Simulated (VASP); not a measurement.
PbS: single point with B3LYP5

The system is PbS.

```
CELL_PARAMETERS angstrom
0.00000 3.00478 3.00478
3.00478 0.00000 3.00478
3.00478 3.00478 0.00000
ATOMIC_POSITIONS crystal
Pb 0.00000 0.00000 0.00000
S 0.50000 0.50000 0.50000
```

```json
{
  "Program": "VASP 6.6.1",
  "Task": "single point",
  "Functional": "B3LYP5",
  "Potentials or basis": "VASP PAW PBE potentials, release 64 (Pb_d, S)",
  "Cutoff": "520 eV",
  "k mesh": "4 × 4 × 4",
  "Occupations": "fermi-dirac, width 0.05 eV",
  "Spin": "no spin polarisation",
  "Dipole correction": "no",
  "Grid for exact exchange (PRECFOCK)": "Normal",
  "Further INCAR settings": "ALGO = Normal; EDIFF = 1e-07; NBANDS = 17",
  "Share of exact exchange": "0.2"
}
```

* Pressure: 2.0 GPa
* Band gap on the k mesh: 1.52 eV

Levels at points of the mesh, in eV from the valence-band top:
```tsv
k point	band 7	band 8	band 9	band 10	band 11	band 12	band 13	band 14
(0.00, 0.00, 0.00)	-6.49	-2.22	-2.22	-2.22	6.30	6.30	6.30	8.22
(0.50, 0.00, 0.00)	-9.31	-1.81	-1.81	0.00	1.52	3.07	3.07	10.19
(0.50, 0.50, 0.00)	-7.65	-5.28	-3.50	-3.50	5.35	6.81	6.82	6.82
```

It took 15 min on 1 thread of Intel Xeon 8259CL, with other jobs on the host, peak memory 0.19 GiB.

Caveat: the k points lie up to 0.45 Å⁻¹ apart; the PAW data sets were made with another functional, which shifts forces and pressure a little; spin-orbit coupling is left out, which moves the levels of the heavy elements. A k mesh can miss the band edges.
